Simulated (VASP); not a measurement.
Runs of VASP 6.6.1 on ZnAu. The structure is that of space group P4/mmm (No. 123), or close to it. The cells are those of the table. 

| cell | gap on the mesh (eV) | pressure (GPa) |
| --- | --- | --- |
| a = 3.049, b = 3.049, c = 3.353 Å, 2 atoms | none | -2.2 |
| a = 2.749, b = 2.749, c = 4.124 Å, 2 atoms | none | -0.5 |
| a = 3.533, b = 3.533, c = 2.498 Å, 2 atoms | none | (a) |
| a = 3.236, b = 3.236, c = 2.977 Å, 2 atoms | none | -2.0 |
| a = 2.804, b = 2.804, c = 3.965 Å, 2 atoms | none | -1.2 |
| a = 3.322, b = 3.322, c = 2.824 Å, 2 atoms | none | -1.2 |
| a = 2.961, b = 2.961, c = 3.554 Å, 2 atoms | none | -2.0 |
| a = 3.419, b = 3.419, c = 2.667 Å, 2 atoms | none | 1.5 |

Alike in all rows: task single point; level PBEsol; potentials or basis VASP PAW PBE potentials, release 64 (Zn, Au); no spin polarisation; k mesh 16 × 16 × 16; cutoff (eV) 520; smearing gaussian 0.15 eV.

Task: Fill in the values left out.

Result: (a) 8.9.

Caveats: the PAW data sets were made with another functional, which shifts forces and pressure a little; spin-orbit coupling is left out, which moves the levels of the heavy elements.

A k mesh can miss the band edges, and the runs leave out spin-orbit coupling on Au.

A gap of «none» marks levels without a gap at the run's occupations.
